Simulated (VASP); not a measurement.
A run of VASP 6.6.1 is set up as follows.

Contents of INCAR:

```
PREC     = Accurate       # precision mode
ENCUT    = 500            # plane-wave cutoff, eV
EDIFF    = 1E-6           # SCF threshold, eV
ISMEAR   = 0              # smearing method
SIGMA    = 0.02           # smearing width, eV
LREAL    = False          # projectors in reciprocal space
LASPH    = True           # aspherical terms in the spheres
NELM     = 120            # most SCF steps
ALGO     = Normal         # electronic algorithm
ISIF     = 2              # what is computed and relaxed
LWAVE    = False          # write WAVECAR
LCHARG   = False          # write CHGCAR
GGA      = PE             # functional
NBANDS   = 17             # bands
GGA_COMPAT= False
```

File KPOINTS:

```
Automatic mesh
0
Gamma
  8 8 8
```

File POSCAR:

```
Na2S
1.0
    0.0000000000      3.2840059273      3.2840059273
    3.2840059273      0.0000000000      3.2840059273
    3.2840059273      3.2840059273      0.0000000000
Na S
2 1
Direct
    0.2500000000      0.2500000000      0.2500000000
    0.7500000000      0.7500000000      0.7500000000
    0.0000000000      0.0000000000      0.0000000000
```

Potentials or basis: VASP PAW PBE potentials, release 64 (Na_pv, S).

The run is started by

```sh
$ cat potpaw_PBE.64/Na_pv/POTCAR potpaw_PBE.64/S/POTCAR > POTCAR
$ mpirun -np 1 vasp_std > vasp.out
```

Question: Predict the pressure.

Answer: 0.0 GPa.

Question: What does it give for the band gap on the k mesh?

Answer: 2.45 eV.

A k mesh can miss the band edges. PBE gaps usually lie below the measured ones, often by a third to a half.
